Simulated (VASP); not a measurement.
The system is Ga2O.

```
Ga O
1.0
     2.30148   -2.71676    0.00000
     2.30148    2.71676    0.00000
     0.00000    0.00000    3.55933
Ga O
2 1
Direct
  0.00000 0.00000 0.00000
  0.50000 0.50000 0.00000
  0.50000 0.50000 0.50000
```

The cell was built from a structure type or drawn by symmetry, and may not be a known phase.

- Program: VASP 6.6.1
- Task: relaxation of cell and atoms
- Functional: PBE
- Potentials or basis: VASP PAW PBE potentials, release 64 (Ga_d, O)
- Cutoff: 600 eV
- k mesh: 6 × 6 × 6
- Occupations: gaussian, width 0.1 eV
- Spin: no spin polarisation

At the start: pressure 24.7 GPa; volume 14.84 Å³/atom.

Task: How do energy, volume and symmetry change on relaxing?

Result: Over 8 steps the energy falls by 302.0 meV/atom and the volume is 18.82 Å³/atom (+26.8 %); space group Cmmm (No. 65, to 0.1 Å) before, P4/mmm (No. 123, to 0.1 Å).

The path:
| step | energy change (eV) | largest force (eV/Å) | pressure (GPa) | volume (Å³) |
| --- | --- | --- | --- | --- |
| 1 | 0.0000 | 0.0000 | 24.74 | 44.51 |
| 2 | -0.6539 | 0.0000 | -5.58 | 60.66 |
| 3 | -0.8084 | 0.0000 | -0.03 | 54.28 |
| 4 | -0.8870 | 0.0000 | 0.86 | 54.81 |
| 5 | -0.8938 | 0.0000 | 1.47 | 55.01 |
| 6 | -0.9056 | 0.0000 | -0.09 | 56.52 |
| 7 | -0.9057 | 0.0000 | -0.17 | 56.60 |
| 8 | -0.9060 | 0.0000 | -0.10 | 56.46 |

Final structure:
```yaml
crystal:
  lattice:
    - [2.71887, -2.74015, 0.00000]
    - [2.71887, 2.74015, 0.00000]
    - [0.00000, 0.00000, 3.78923]
  atoms:
    - { symbol: Ga, position: [0.00000, 0.00000, 0.00000] }
    - { symbol: Ga, position: [0.50000, 0.50000, 0.00000] }
    - { symbol: O, position: [0.50000, 0.50000, 0.50000] }
```

Caveat: the volume moved by over 15 % at a fixed basis, so the end points are rough.
